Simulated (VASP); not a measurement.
# CO2 (Pbca) in VASP: notebook, part 3 of 3

VASP 6.6.1.

**6. Single point, PBEsol (normal strain along x +0.0550, normal strain along z +0.1500)**

The input, INCAR:

```
SYSTEM = CO2
ALGO = Normal
EDIFF = 1E-6
ENCUT = 520
GGA = PS
ISIF = 2
ISMEAR = 0
LASPH = .TRUE.
LCHARG = .TRUE.
LELF = .TRUE.
LREAL = .FALSE.
LVHAR = .TRUE.
LWAVE = .FALSE.
NBANDS = 44
NELM = 80
PREC = Accurate
SIGMA = 0.05
```

The input, KPOINTS:

```
k-points
0
G
  4 4 4
  0 0 0
```

The input, POSCAR:

```
CO2
1.0
    6.1189315663      0.0000000000      0.0000000000
    0.0000000000      5.7999351339      0.0000000000
    0.0000000000      0.0000000000      6.6699254040
C O
4 8
Direct
    0.0000000000      0.0000000000      0.0000000000
    0.5000000000      0.0000000000      0.5000000000
    0.5000000000      0.5000000000      0.0000000000
    0.0000000000      0.5000000000      0.5000000000
    0.1161576883      0.1161576883      0.1161576883
    0.3838423117      0.8838423117      0.6161576883
    0.6161576883      0.3838423117      0.8838423117
    0.8838423117      0.6161576883      0.3838423117
    0.8838423117      0.8838423117      0.8838423117
    0.6161576883      0.1161576883      0.3838423117
    0.3838423117      0.6161576883      0.1161576883
    0.1161576883      0.3838423117      0.6161576883
```

Potentials or basis: VASP PAW PBE potentials, release 64 (C, O).

The run is started by

```bash
$ cat potpaw_PBE.64/C/POTCAR potpaw_PBE.64/O/POTCAR > POTCAR
$ mpirun -np 1 vasp_std > vasp.out
```

OUTCAR:

```text
SYSTEM = CO2
   EDIFF = 1E-6
   ENCUT = 520
   GGA = PS
   ISIF = 2
   ISMEAR = 0
   LASPH = .TRUE.
   LREAL = .FALSE.
   NELM = 80
   PREC = Accurate

 ion  position               nearest neighbor table
   1  0.000  0.000  0.000-   5 1.25   9 1.25
   2  0.500  0.000  0.500-   6 1.25  10 1.25
   3  0.500  0.500  0.000-   7 1.25  11 1.25
   4  0.000  0.500  0.500-   8 1.25  12 1.25
   5  0.116  0.116  0.116-   1 1.25
   6  0.384  0.884  0.616-   2 1.25
   7  0.616  0.384  0.884-   3 1.25
   8  0.884  0.616  0.384-   4 1.25
   9  0.884  0.884  0.884-   1 1.25
  10  0.616  0.116  0.384-   2 1.25
  11  0.384  0.616  0.116-   3 1.25
  12  0.116  0.384  0.616-   4 1.25

  LATTYP: Found a simple orthorhombic cell.
 ALAT       =     5.7999351339
 B/A-ratio  =     1.0550000000
 C/A-ratio  =     1.1500000000

  Lattice vectors:

 A1 = (   0.0000000000,  -5.7999351339,   0.0000000000)
 A2 = (   6.1189315663,   0.0000000000,   0.0000000000)
[... 203 lines left out ...]
 fundamental gap:      5.9164671654
 Fermi energy:        -4.6110233704

 k-point     1 :       0.0000    0.0000    0.0000
  band No.  band energies     occupation
      1     -24.3832      2.00000
      2     -24.3090      2.00000
      3     -24.2837      2.00000
      4     -24.2778      2.00000
      5     -23.3632      2.00000
      6     -23.3471      2.00000
[... 1117 lines left out ...]
     43       3.1725      0.00000
     44       3.1725      0.00000

 [... further k-points ...]
[... 5 lines left out ...]
  --------------------------------------------------------------------------------------
  -------------------------------------------------------------------------------------
  Total      -19.9134179    -17.7104500    -23.8790614     -0.0000000      0.0000000      0.0000000
  in kB     -134.7834848   -119.8727500   -161.6248466     -0.0000000      0.0000000      0.0000000
  external PRESSURE =    -138.7603605 kB  Pullay stress =       0.0000000 kB

 VOLUME and BASIS-vectors are now :
 -----------------------------------------------------------------------------
  energy-cutoff  :      520.00
  volume of cell :      236.71
      direct lattice vectors                 reciprocal lattice vectors
     6.118931566  0.000000000  0.000000000     0.163427224  0.000000000  0.000000000
     0.000000000  5.799935134  0.000000000     0.000000000  0.172415721  0.000000000
     0.000000000  0.000000000  6.669925404     0.000000000  0.000000000  0.149926714

 POSITION                                       TOTAL-FORCE (eV/Angst)
 -----------------------------------------------------------------------------------
      0.00000      0.00000      0.00000         0.000000     -0.000000      0.000000
      3.05947      0.00000      3.33496         0.000000     -0.000000      0.000000
      3.05947      2.89997      0.00000         0.000000     -0.000000      0.000000
      0.00000      2.89997      3.33496         0.000000     -0.000000      0.000000
      0.71076      0.67371      0.77476        -3.423986     -3.226137     -3.735571
      2.34870      5.12623      4.10973         3.423986      3.226137     -3.735571
      3.77023      2.22626      5.89516        -3.423986      3.226137      3.735571
      5.40817      3.57367      2.56020         3.423986     -3.226137      3.735571
      5.40817      5.12623      5.89516         3.423986      3.226137      3.735571
      3.77023      0.67371      2.56020        -3.423986     -3.226137      3.735571
      2.34870      3.57367      0.77476         3.423986     -3.226137     -3.735571
      0.71076      2.22626      4.10973        -3.423986      3.226137     -3.735571
 -----------------------------------------------------------------------------------
    total drift:                                0.000000      0.000000      0.000000

  FREE ENERGIE OF THE ION-ELECTRON SYSTEM (eV)
  ---------------------------------------------------
  free  energy   TOTEN  =       -93.3255560000 eV

  energy  without entropy=      -93.3255560000  energy(sigma->0) =      -93.32555600
```

stdout:

```text
POSCAR found type information on POSCAR C O
 POSCAR found :  2 types and      12 ions
 scaLAPACK will be used
 -----------------------------------------------------------------------------
|                                                                             |
|                                                                             |
|     You enforced a specific xc type in the INCAR file but a different       |
|     I HOPE YOU KNOW WHAT YOU ARE DOING!                                     |
|                                                                             |
 -----------------------------------------------------------------------------

 LDA part: xc-table for (Slater+PW92), standard interpolation
 POSCAR, INCAR and KPOINTS ok, starting setup
 FFT: planning ... GRIDC
 FFT: planning ... GRID_SOFT
 FFT: planning ... GRID
 WAVECAR not read
 entering main loop
```

Wall time 3.6 min (1 thread of Intel Xeon Platinum 8488C (Sapphire Rapids), shared host); peak memory 0.43 GiB.

Results:

```
Free energy            : -93.3256 eV
Pressure               : -13.9 GPa
Largest force          : 6.007 eV/Å
Band gap on the k mesh : 5.92 eV
```

Forces in eV/Å, atoms in the order of the input:
```
C    0.000  0.000  0.000
C    0.000  0.000  0.000
C    0.000  0.000  0.000
C    0.000  0.000  0.000
O   -3.424 -3.226 -3.736
O    3.424  3.226 -3.736
O   -3.424  3.226  3.736
O    3.424 -3.226  3.736
O    3.424  3.226  3.736
O   -3.424 -3.226  3.736
O    3.424 -3.226 -3.736
O   -3.424  3.226 -3.736
```

Stress tensor (GPa, compression positive):
```
-13.48   0.00   0.00
  0.00 -11.99   0.00
  0.00   0.00 -16.16
```

Caveat: the cell differs from its parent crystal (normal strain along x +0.0550, normal strain along z +0.1500); the cell stands under tension; this functional lacks dispersion, which holds the molecules together, so the pressure and a relaxed volume are unreliable; the PAW data sets were made with another functional, which shifts forces and pressure a little. A k mesh can miss the band edges.

**7. The runs side by side**

```tsv
potentials or basis	cell	cutoff (eV)	gap on the mesh (eV)	pressure (GPa)	largest force (eV/Å)
VASP PAW PBE potentials, release 64 (C_h, O_h)	a = 6.119, b = 5.800, c = 5.800 Å, 12 atoms	910	6.47	-5.5	2.02
VASP PAW PBE potentials, release 64 (C_h, O_h)	a = 5.800, b = 5.800, c = 6.235 Å, 12 atoms	910	6.39	-7.1	2.73
VASP PAW PBE potentials, release 64 (C, O)	a = 5.800, b = 5.800, c = 6.670 Å, 12 atoms	520	6.07	-11.2	4.67
VASP PAW PBE potentials, release 64 (C, O)	a = 6.438, b = 5.800, c = 6.235 Å, 12 atoms	520	6.01	-12.8	5.47
VASP PAW PBE potentials, release 64 (C, O)	a = 6.119, b = 5.800, c = 6.670 Å, 12 atoms	520	5.92	-13.9	6.01
```

Alike in all rows: task single point; level PBEsol; no spin polarisation; k mesh 4 × 4 × 4; smearing gaussian 0.05 eV.

Caveats: the cell stands under tension; this functional lacks dispersion, which holds the molecules together, so the pressure and a relaxed volume are unreliable; the PAW data sets were made with another functional, which shifts forces and pressure a little.

Absolute energies hang on the potentials; compare differences alone.
